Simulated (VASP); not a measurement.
# Cs (Im-3m) in VASP: further runs, part 2 of 2

VASP 6.6.1. The steps go on from the part before.

**4. Single point, PBE**

Input file POSCAR:

```
Cs
1.0
   -3.1284650614      3.1284650614      3.1284650614
    3.1284650614     -3.1284650614      3.1284650614
    3.1284650614      3.1284650614     -3.1284650614
Cs
1
Direct
    0.0000000000      0.0000000000      0.0000000000
```

Input file INCAR.step1:

```
SYSTEM = Cs
PREC = Accurate ; ENCUT = 520
EDIFF = 1E-6 ; ISMEAR = -1
SIGMA = 0.05 ; LREAL = .False.
LASPH = .True. ; NELM = 100
ALGO = Normal ; ISIF = 2
LWAVE = .False. ; LCHARG = .True.
GGA = PE ; NBANDS = 10
```

Input file KPOINTS.step1:

```
Automatic mesh
0
Gamma
  4 4 4
  0 0 0
```

Input file INCAR.step2:

```
SYSTEM = Cs
PREC = Accurate ; ENCUT = 520
EDIFF = 1E-6 ; ISMEAR = -5
SIGMA = 0.05 ; LREAL = .False.
LASPH = .True. ; NELM = 100
ALGO = Normal ; ISIF = 2
LWAVE = .False. ; LCHARG = .False.
GGA = PE ; LORBIT = 11
NBANDS = 10 ; NEDOS = 2001
ICHARG = 11
```

Input file KPOINTS.step2:

```
Automatic mesh
0
Gamma
  6 6 6
  0 0 0
```

Potentials or basis: VASP PAW PBE potentials, release 64 (Cs_sv).

Started as:

```console
$ cat potpaw_PBE.64/Cs_sv/POTCAR > POTCAR
$ cp INCAR.step1 INCAR
$ cp KPOINTS.step1 KPOINTS
$ mpirun -np 1 vasp_std > vasp.out
$ cp INCAR.step2 INCAR
$ cp KPOINTS.step2 KPOINTS
$ mpirun -np 1 vasp_std > vasp.out
```

It took 16 s on 1 thread of Intel Xeon Platinum 8259CL at 2.50GHz (Skylake/Cascade Lake), shared host; peak memory 0.23 GiB.

Results (log left out):

```yaml
Valence_electrons_inside_the_program's_atomic_spheres: Cs 6.54
```

Levels at points of the mesh, in eV from the Fermi level:
```csv
k point,band 1,band 2,band 3,band 4,band 5,band 6,band 7,band 8
"(0.00, 0.00, 0.00)",-23.91,-10.66,-10.66,-10.66,-1.63,2.44,2.44,2.44
"(0.50, 0.00, 0.00)",-23.90,-10.77,-10.70,-10.66,0.04,0.79,1.63,3.07
"(0.50, 0.50, 0.50)",-23.90,-10.74,-10.74,-10.74,0.68,0.68,2.84,2.84
```

Caveat: spin-orbit coupling is left out, which moves the levels of the heavy elements.

**5. Single point, PBEsol**

POSCAR is that of step 4.

Input file INCAR.step1:

```
SYSTEM = Cs
PREC = Accurate
ENCUT = 520
EDIFF = 1E-6
ISMEAR = -1
SIGMA = 0.05
LREAL = .FALSE.
LASPH = .TRUE.
NELM = 60
ALGO = Normal
ISIF = 2
LWAVE = .FALSE.
LCHARG = .TRUE.
GGA = PS
NBANDS = 10
```

Input file KPOINTS.step1:

```
Automatic mesh
0
G
  4 4 4
  0 0 0
```

Input file INCAR.step2:

```
SYSTEM = Cs
PREC = Accurate
ENCUT = 520
EDIFF = 1E-6
ISMEAR = -5
SIGMA = 0.05
LREAL = .FALSE.
LASPH = .TRUE.
NELM = 60
ALGO = Normal
ISIF = 2
LWAVE = .FALSE.
LCHARG = .FALSE.
GGA = PS
LORBIT = 10
NBANDS = 10
NEDOS = 1001
ICHARG = 11
```

Input file KPOINTS.step2:

```
Automatic mesh
0
G
  6 6 6
  0 0 0
```

Potentials or basis: VASP PAW PBE potentials, release 64 (Cs_sv).

Started as:

```console
$ cat potpaw_PBE.64/Cs_sv/POTCAR > POTCAR
$ cp INCAR.step1 INCAR
$ cp KPOINTS.step1 KPOINTS
$ mpirun -np 1 vasp_std > vasp.out
$ cp INCAR.step2 INCAR
$ cp KPOINTS.step2 KPOINTS
$ mpirun -np 1 vasp_std > vasp.out
```

OUTCAR:

```text
SYSTEM = Cs
   PREC = Accurate
   ENCUT = 520
   EDIFF = 1E-6
   ISMEAR = -5
   LREAL = .FALSE.
   LASPH = .TRUE.
   NELM = 60
   ISIF = 2
   GGA = PS
   LORBIT = 10
   ICHARG = 11

 ion  position               nearest neighbor table
   1  0.000  0.000  0.000-

  LATTYP: Found a body centered cubic cell.
 ALAT       =     6.2569301228

  Lattice vectors:

[... 383 lines left out ...]
------------------------ aborting loop because EDIFF is reached ----------------------------------------

  FORCE on cell =-STRESS in cart. coord.  units (eV):
  Direction    XX          YY          ZZ          XY          YZ          ZX
  --------------------------------------------------------------------------------------
  -------------------------------------------------------------------------------------
  Total       -0.1835702     -0.1835702     -0.1835702     -0.0000000     -0.0000000      0.0000000
  in kB       -2.4013684     -2.4013684     -2.4013684     -0.0000000     -0.0000000      0.0000000
  external PRESSURE =      -2.4013684 kB  Pullay stress =       0.0000000 kB

 VOLUME and BASIS-vectors are now :
 -----------------------------------------------------------------------------
  energy-cutoff  :      520.00
  volume of cell :      122.48
      direct lattice vectors                 reciprocal lattice vectors
    -3.128465061  3.128465061  3.128465061     0.000000000  0.159822785  0.159822785
     3.128465061 -3.128465061  3.128465061     0.159822785  0.000000000  0.159822785
     3.128465061  3.128465061 -3.128465061     0.159822785  0.159822785  0.000000000

 POSITION                                       TOTAL-FORCE (eV/Angst)
 -----------------------------------------------------------------------------------
      0.00000      0.00000      0.00000         0.000000      0.000000     -0.000000
 -----------------------------------------------------------------------------------
    total drift:                                0.000000      0.000000     -0.000000

  FREE ENERGIE OF THE ION-ELECTRON SYSTEM (eV)
  ---------------------------------------------------
  free  energy   TOTEN  =        -0.9362356205 eV

  energy  without entropy=       -0.9362356205  energy(sigma->0) =       -0.93623562

 total charge

# of ion       s       p       d       tot
------------------------------------------
    1        1.864   4.675   0.008   6.547
```

OUTCAR.step1:

```text
SYSTEM = Cs
   PREC = Accurate
   ENCUT = 520
   EDIFF = 1E-6
   ISMEAR = -1
   LREAL = .FALSE.
[... 302 lines left out ...]
 -----------------------------------------------------------------------------------
      0.00000      0.00000      0.00000         0.000000      0.000000     -0.000000
 -----------------------------------------------------------------------------------
    total drift:                               -0.000000      0.000000     -0.000000

  FREE ENERGIE OF THE ION-ELECTRON SYSTEM (eV)
  ---------------------------------------------------
  free  energy   TOTEN  =        -0.8978096791 eV

  energy  without entropy=       -0.8664628005  energy(sigma->0) =       -0.88213624
```

It took 16 s on 1 thread of Intel Xeon Platinum 8259CL at 2.50GHz (Skylake/Cascade Lake), shared host; peak memory 0.23 GiB.

What came out:

| Quantity | Value |
| --- | --- |
| Valence electrons inside the program's atomic spheres | Cs 6.55 |

Levels at points of the mesh, in eV from the Fermi level:
```
           k point  band 2  band 3  band 4  band 5  band 6  band 7
(0.00, 0.00, 0.00)  -10.63  -10.63  -10.63   -1.63    2.45    2.45
(0.50, 0.00, 0.00)  -10.74  -10.67  -10.63    0.04    0.80    1.64
(0.50, 0.50, 0.50)  -10.71  -10.71  -10.71    0.69    0.69    2.83
```

Caveat: the PAW data sets were made with another functional, which shifts forces and pressure a little; spin-orbit coupling is left out, which moves the levels of the heavy elements.
